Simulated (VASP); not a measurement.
# TeH4Br2O2 (C2/m) in VASP: single point with r2SCAN

Aim: the single point of TeH4Br2O2 with r2SCAN.

Program: VASP 6.6.1. These are calculated values, not measurements. Logs are shortened: lines on timing, memory, paths and dates and some standing lists are left out, and cuts for length are marked.

### 1 The cell of the first run

It takes space group C2/m (No. 12, monoclinic). The conventional cell has a = 7.775 Å, b = 9.168 Å, c = 3.845 Å, α = 90.00°, β = 97.60°, γ = 90.00°. Within 2.9 Å of Te (site symmetry 2/m) lie 2 O at 2.20 Å and 4 Br at 2.65 to 2.67 Å. Br (site symmetry m) has 2 H at 2.40 Å and 2 Te at 2.65 to 2.67 Å within 3.2 Å. O (site symmetry 2) has 2 H at 1.04 Å within 1.4 Å. H (site symmetry 1) has 1 O at 1.04 Å within 1.4 Å.

### 2 Single point, r2SCAN

Contents of POSCAR:

```
TeH4Br2O2
1.0
    3.8876650000      4.5840230000      0.0000000000
    3.8876650000     -4.5840230000      0.0000000000
    0.5085270000      0.0000000000     -3.8112160000
Te Br O H
1 2 2 4
Direct
    0.0000000000      0.0000000000      0.0000000000
    0.2385000000      0.2385000000      0.4384000000
    0.7615000000      0.7615000000      0.5616000000
    0.2396000000      0.7604000000      0.0000000000
    0.7604000000      0.2396000000      0.0000000000
    0.3990000000      0.7810000000      0.8610000000
    0.2190000000      0.6010000000      0.1390000000
    0.6010000000      0.2190000000      0.1390000000
    0.7810000000      0.3990000000      0.8610000000
```

Contents of INCAR.step1:

```
SYSTEM = TeH4Br2O2
PREC = Accurate ; ENCUT = 520
ISMEAR = -1 ; SIGMA = 0.1
LREAL = .False. ; LASPH = .True.
NELM = 80 ; NBANDS = 28
GGA = PE ; ALGO = Normal
EDIFF = 1E-4 ; LWAVE = .True.
LCHARG = .False.
```

Contents of INCAR.step2:

```
SYSTEM = TeH4Br2O2
PREC = Accurate ; ENCUT = 520
EDIFF = 1E-6 ; ISMEAR = -1
SIGMA = 0.1 ; LREAL = .False.
LASPH = .True. ; NELM = 80
ALGO = Normal ; ISIF = 2
LWAVE = .False. ; LCHARG = .True.
METAGGA = R2SCAN ; LMIXTAU = .True.
LELF = .True. ; LVHAR = .True.
NBANDS = 28 ; ISTART = 1
```

Contents of KPOINTS:

```
Automatic mesh
0
Gamma
  5 5 7
  0 0 0
```

Potentials or basis: VASP PAW PBE potentials, release 64 (Te, Br, O, H).

The run is started by

```console
$ cat potpaw_PBE.64/Te/POTCAR potpaw_PBE.64/Br/POTCAR potpaw_PBE.64/O/POTCAR potpaw_PBE.64/H/POTCAR > POTCAR
$ cp INCAR.step1 INCAR
$ mpirun -np 1 vasp_std > vasp.out
$ cp INCAR.step2 INCAR
$ mpirun -np 1 vasp_std > vasp.out
```

OUTCAR:

```text
SYSTEM = TeH4Br2O2
   PREC = Accurate
   ENCUT = 520
   EDIFF = 1E-6
   ISMEAR = -1
   LREAL = .False.
   LASPH = .True.
   NELM = 80
   ISIF = 2
   METAGGA = R2SCAN
   ISTART = 1

 ion  position               nearest neighbor table
   1  0.000  0.000  0.000-   4 2.20   5 2.20   3 2.65   2 2.65   3 2.67   2 2.67
   2  0.239  0.239  0.438-   1 2.65   1 2.67
   3  0.761  0.761  0.562-   1 2.65   1 2.67
   4  0.240  0.760  0.000-   6 1.04   7 1.04   1 2.20
   5  0.760  0.240  0.000-   8 1.04   9 1.04   1 2.20
   6  0.399  0.781  0.861-   4 1.04
   7  0.219  0.601  0.139-   4 1.04
   8  0.601  0.219  0.139-   5 1.04
   9  0.781  0.399  0.861-   5 1.04

  LATTYP: Found a base centered monoclinic cell.
 ALAT       =     7.7753300000
 B/A-ratio  =     1.1791198573
 C/A-ratio  =     0.4945118049
 COS(beta)  =    -0.1322569560

  Lattice vectors:

 A1 = (  -3.8876650000,  -4.5840230000,   0.0000000000)
 A2 = (  -3.8876650000,   4.5840230000,   0.0000000000)
 A3 = (   0.5085270000,   0.0000000000,  -3.8112160000)

Analysis of symmetry for initial positions (statically):
=====================================================================
 Subroutine PRICEL returns:
 Original cell was already a primitive cell.

 Routine SETGRP: Setting up the symmetry group for a
 base centered monoclinic supercell.

 Subroutine GETGRP returns: Found  4 space group operations
 (whereof  4 operations were pure point group operations)
 out of a pool of  4 trial point group operations.

The static configuration has the point symmetry C_2h.

Analysis of symmetry for dynamics (positions and initial velocities):
=====================================================================
 Subroutine PRICEL returns:
 Original cell was already a primitive cell.

 Routine SETGRP: Setting up the symmetry group for a
 base centered monoclinic supercell.

 Subroutine GETGRP returns: Found  4 space group operations
 (whereof  4 operations were pure point group operations)
 out of a pool of  4 trial point group operations.

The dynamic configuration has the point symmetry C_2h.

 Subroutine INISYM returns: Found  4 space group operations
 (whereof  4 operations are pure point group operations),
 and found     1 'primitive' translations

----------------------------------------------------------------------------------------

                                     Primitive cell

  volume of cell :     135.8405

  direct lattice vectors                    reciprocal lattice vectors
     3.887665000  4.584023000  0.000000000     0.128611905  0.109074496  0.017160567
     3.887665000 -4.584023000  0.000000000     0.128611905 -0.109074496  0.017160567
     0.508527000  0.000000000 -3.811216000     0.000000000  0.000000000 -0.262383449

  length of vectors
     6.010591154  6.010591154  3.844992472     0.169507383  0.169507383  0.262383449

  position of ions in fractional coordinates (direct lattice)
     0.000000000  0.000000000  0.000000000
     0.238500000  0.238500000  0.438400000
     0.761500000  0.761500000  0.561600000
     0.239600000  0.760400000  0.000000000
     0.760400000  0.239600000  0.000000000
     0.399000000  0.781000000  0.861000000
     0.219000000  0.601000000  0.139000000
     0.601000000  0.219000000  0.139000000
     0.781000000  0.399000000  0.861000000

  ion indices of the primitive-cell ions
   primitive index   ion index
                 1           1
                 2           2
                 3           3
                 4           4
                 5           5
                 6           6
                 7           7
                 8           8
                 9           9

----------------------------------------------------------------------------------------

 KPOINTS: Automatic mesh

Automatic generation of k-mesh.
 Grid dimensions read from file:
 generate k-points for:    5    5    7

 Generating k-lattice:

  Cartesian coordinates                     Fractional coordinates (reciprocal lattice)
     0.025722381  0.021814899  0.003432113     0.200000000  0.000000000  0.000000000
     0.025722381 -0.021814899  0.003432113     0.000000000  0.200000000  0.000000000
     0.000000000  0.000000000 -0.037483350     0.000000000  0.000000000  0.142857143

  Length of vectors
     0.033901477  0.033901477  0.037483350

  Shift w.r.t. Gamma in fractional coordinates (k-lattice)
     0.000000000  0.000000000  0.000000000

 Subroutine IBZKPT returns following result:
 ===========================================

 Found     54 irreducible k-points:

 Following reciprocal coordinates:
            Coordinates               Weight
  0.000000  0.000000  0.000000      1.000000
  0.200000  0.000000  0.000000      4.000000
  0.400000  0.000000 -0.000000      4.000000
  0.200000  0.200000  0.000000      2.000000
  0.400000  0.200000 -0.000000      4.000000
 -0.400000  0.200000  0.000000      4.000000
[... 16 lines left out ...]
 -0.200000 -0.400000  0.142857      4.000000
 -0.200000 -0.200000  0.142857      2.000000
 [... further k-points ...]
   k-points           NKPTS =     54   k-points in BZ     NKDIM =     54   number of bands    NBANDS=     28
   number of dos      NEDOS =    301   number of ions     NIONS =      9
   total plane-waves  NPLWV =  69120
   dimension x,y,z NGX =    48 NGY =   48 NGZ =   30
   dimension x,y,z NGXF=    96 NGYF=   96 NGZF=   60
   ions per type =               1   2   2   4
   NGX,Y,Z   is equivalent  to a cutoff of  13.28, 13.28, 12.97 a.u.
   NGXF,Y,Z  is equivalent  to a cutoff of  26.55, 26.55, 25.94 a.u.
 SYSTEM =  TeH4Br2O2
   PREC   = accura    normal or accurate (medium, high low for compatibility)
   ISTART =      1    job   : 0-new  1-cont  2-samecut
   ICHARG =      0    charge: 1-file 2-atom 10-const
   ISPIN  =      1    spin polarized calculation?
   LNONCOLLINEAR =      F non collinear calculations
   LSORBIT =      F    spin-orbit coupling
   LASPH  =      T    aspherical Exc in radial PAW
   ENCUT  =  520.0 eV  38.22 Ry    6.18 a.u.  11.18 11.18  7.15*2*pi/ulx,y,z
   NELM   =     80;   NELMIN=  2; NELMDL=  0     # of ELM steps
   EDIFF  = 0.1E-05   stopping-criterion for ELM
   LREAL  =      F    real-space projection
   EDIFFG = 0.1E-04   stopping-criterion for IOM
   NSW    =      0    number of steps for IOM
   IBRION =     -1    ionic relax: 0-MD 1-quasi-New 2-CG
   NFREE  =      0    steps in history (QN), initial steepest desc. (CG)
   ISIF   =      2    stress and relaxation
   ISYM   =      2    0-nonsym 1-usesym 2-fastsym
   POTIM  = 0.5000    time-step for ionic-motion
   TEBEG  =    0.0;   TEEND  =   0.0 temperature during run
   PSTRESS=    0.0 pullay stress
   NELECT =      36.0000    total number of electrons
   NUPDOWN=      -1.0000    fix difference up-down
   EMIN   =  10.00;   EMAX   =-10.00  energy-range for DOS
   EFERMI =   0.00;   METHOD = LEGACY
   ISMEAR =    -1;   SIGMA  =   0.10  broadening in eV -4-tet -1-fermi 0-gaus
   EFERMI_NEDOS =   21; number of points for ismear=-14 and -15
   IALGO  =     38    algorithm
   IMIX   =      4    mixing-type and parameters
     AMIX     =   0.40;   BMIX     =  1.00
     AMIX_MAG =   1.60;   BMIX_MAG =  1.00
  volume/ion in A,a.u.               =      15.09       101.86
  Fermi-wavevector in a.u.,A,eV,Ry     =   1.051556  1.987154 15.044928  1.105771
  Thomas-Fermi vector in A             =   2.186604
   LORBIT       =      0    0 simple, 1 ext, 2 COOP (PROOUT), +10 PAW based schemes
   METAGGA = R2SCAN    functional components
   LHFCALC =     F    Hartree Fock is set to
   AEXX    =    0.0000 exact exchange contribution
   IVDW    =     0    specifies the selected vdW correction
   LEPSILON=     F    determine dielectric tensor
   LRPA    =     F    only Hartree local field effects (RPA)
 non-spin polarized calculation
  energy-cutoff  :      520.00
  volume of cell :      135.84
 maximum number of plane-waves:      3677
 NGX is ok and might be reduce to    48
   NGX = 23   NGY = 23   NGZ = 15

 number of electron      35.9999998 magnetization

 Free energy of the ion-electron system (eV)
  ---------------------------------------------------
  ext. energy  EPLUGINS =         0.00000000
  ---------------------------------------------------
  free energy    TOTEN  =       -79.98689348 eV

  energy without entropy =      -79.87750606  energy(sigma->0) =      -79.93219977

 E-fermi :   4.3849     XC(G=0):  -8.9534

 val. band max:        4.3696240356   @ k =   0.4000   0.0000  -0.0000
 cond. band min:       4.3880784950   @ k =  -0.2000  -0.2000   0.1429
 fundamental gap:      0.0184544594
 Fermi energy:         4.3849050269

 k-point     1 :       0.0000    0.0000    0.0000
  band No.  band energies     occupation
      1     -20.3173      2.00000
      2     -20.2370      2.00000
      3     -14.4905      2.00000
      4     -13.7659      2.00000
      5      -9.3180      2.00000
      6      -7.1841      2.00000
[... 20 lines left out ...]
     27      11.0419      0.00000
     28      11.1104      0.00000

 k-point     2 :       0.2000    0.0000    0.0000
  band No.  band energies     occupation
      1     -20.3090      2.00000
      2     -20.2424      2.00000
      3     -14.5066      2.00000
      4     -13.7848      2.00000
      5      -9.2386      2.00000
      6      -7.1419      2.00000
[... 20 lines left out ...]
     27      11.0111      0.00000
     28      11.2490      0.00000

 k-point     3 :       0.4000    0.0000   -0.0000
  band No.  band energies     occupation
      1     -20.2906      2.00000
      2     -20.2560      2.00000
      3     -14.5327      2.00000
      4     -13.8142      2.00000
      5      -9.1087      2.00000
      6      -7.0652      2.00000
[... 20 lines left out ...]
     27      10.9037      0.00000
     28      11.4880      0.00000

 k-point     4 :       0.2000    0.2000    0.0000
  band No.  band energies     occupation
      1     -20.2994      2.00000
      2     -20.2489      2.00000
      3     -14.5201      2.00000
      4     -13.8085      2.00000
      5      -9.1488      2.00000
      6      -7.0802      2.00000
[... 20 lines left out ...]
     27      10.9789      0.00000
     28      11.2933      0.00000

 k-point     5 :       0.4000    0.2000   -0.0000
  band No.  band energies     occupation
      1     -20.2830      2.00000
      2     -20.2606      2.00000
      3     -14.5552      2.00000
      4     -13.8231      2.00000
      5      -9.0277      2.00000
      6      -7.0083      2.00000
[... 20 lines left out ...]
     27      11.1021      0.00000
     28      11.3898      0.00000

 k-point     6 :      -0.4000    0.2000    0.0000
  band No.  band energies     occupation
      1     -20.2886      2.00000
      2     -20.2550      2.00000
      3     -14.5628      2.00000
      4     -13.8098      2.00000
      5      -9.0438      2.00000
      6      -7.0523      2.00000
[... 463 lines left out ...]
      5      -9.1887      2.00000
      6      -7.0636      2.00000
[... 20 lines left out ...]
     27      10.3373      0.00000
     28      10.9183      0.00000

 k-point    22 :      -0.4000   -0.4000    0.1429
  band No.  band energies     occupation
      1     -20.2632      2.00000
      2     -20.2629      2.00000
      3     -14.4903      2.00000
      4     -13.7645      2.00000
      5      -9.0531      2.00000
      6      -6.9949      2.00000
[... 20 lines left out ...]
     27      10.6294      0.00000
     28      11.2176      0.00000

 k-point    23 :      -0.2000   -0.4000    0.1429
  band No.  band energies     occupation
      1     -20.2742      2.00000
      2     -20.2559      2.00000
      3     -14.4570      2.00000
      4     -13.7656      2.00000
      5      -9.1281      2.00000
      6      -6.9832      2.00000
[... 20 lines left out ...]
     27      10.7064      0.00000
     28      11.0853      0.00000

 k-point    24 :      -0.2000   -0.2000    0.1429
  band No.  band energies     occupation
      1     -20.2888      2.00000
      2     -20.2450      2.00000
      3     -14.4348      2.00000
      4     -13.7498      2.00000
      5      -9.2179      2.00000
      6      -7.0343      2.00000
[... 20 lines left out ...]
     27      10.8618      0.00000
     28      11.5825      0.00000

 [... further k-points ...]
[... 5 lines left out ...]
  --------------------------------------------------------------------------------------
  -------------------------------------------------------------------------------------
  Total        7.4407000      3.7041237     15.9814076      0.0000000      0.0000000     -1.1038385
  in kB       87.7597138     43.6884746    188.4935219      0.0000000      0.0000000    -13.0192792
  external PRESSURE =     106.6472368 kB  Pullay stress =       0.0000000 kB

 VOLUME and BASIS-vectors are now :
 -----------------------------------------------------------------------------
  energy-cutoff  :      520.00
  volume of cell :      135.84
      direct lattice vectors                 reciprocal lattice vectors
     3.887665000  4.584023000  0.000000000     0.128611905  0.109074496  0.017160567
     3.887665000 -4.584023000  0.000000000     0.128611905 -0.109074496  0.017160567
     0.508527000  0.000000000 -3.811216000     0.000000000  0.000000000 -0.262383449

 POSITION                                       TOTAL-FORCE (eV/Angst)
 -----------------------------------------------------------------------------------
      0.00000      0.00000      0.00000         0.000000     -0.000000      0.000000
      2.07735      0.00000     -1.67084         2.887909     -0.000000      0.847119
      6.20650      0.00000     -2.14038        -2.887909     -0.000000     -0.847119
      3.88767     -2.38736      0.00000         0.000000      3.727970      0.000000
      3.88767      2.38736      0.00000         0.000000     -3.727970      0.000000
      5.02529     -1.75110     -3.28146        -1.012804     -0.893179     -0.860266
      3.25857     -1.75110     -0.52976         1.012804     -0.893179      0.860266
      3.25857      1.75110     -0.52976         1.012804      0.893179      0.860266
      5.02529      1.75110     -3.28146        -1.012804      0.893179     -0.860266
 -----------------------------------------------------------------------------------
    total drift:                                0.000000     -0.000000     -0.000000

  FREE ENERGIE OF THE ION-ELECTRON SYSTEM (eV)
  ---------------------------------------------------
  free  energy   TOTEN  =       -79.9868934763 eV

  energy  without entropy=      -79.8775060597  energy(sigma->0) =      -79.93219977
```

It took 6.1 min on 1 thread of Intel Xeon Platinum 8375C at 2.90GHz (Ice Lake), shared host; peak memory 0.41 GiB.

What came out:

```
Free energy            : -79.9869 eV
Pressure               : 10.7 GPa
Largest force          : 3.728 eV/Å
Band gap on the k mesh : zero (band 18 reaches 5.08 eV, above the bottom of band 19 at 4.14 eV)
```

Forces in eV/Å, atoms in the order of the input:
```
Te   0.000  0.000  0.000
Br   2.888  0.000  0.847
Br  -2.888  0.000 -0.847
O    0.000  3.728  0.000
O    0.000 -3.728  0.000
H   -1.013 -0.893 -0.860
H    1.013 -0.893  0.860
H    1.013  0.893  0.860
H   -1.013  0.893 -0.860
```

Stress tensor (GPa, compression positive):
```
 8.78  0.00 -1.30
 0.00  4.37  0.00
-1.30  0.00 18.85
```

Caveat: the PAW data sets were made with another functional, which shifts forces and pressure a little; spin-orbit coupling is left out, which moves the levels of the heavy elements.
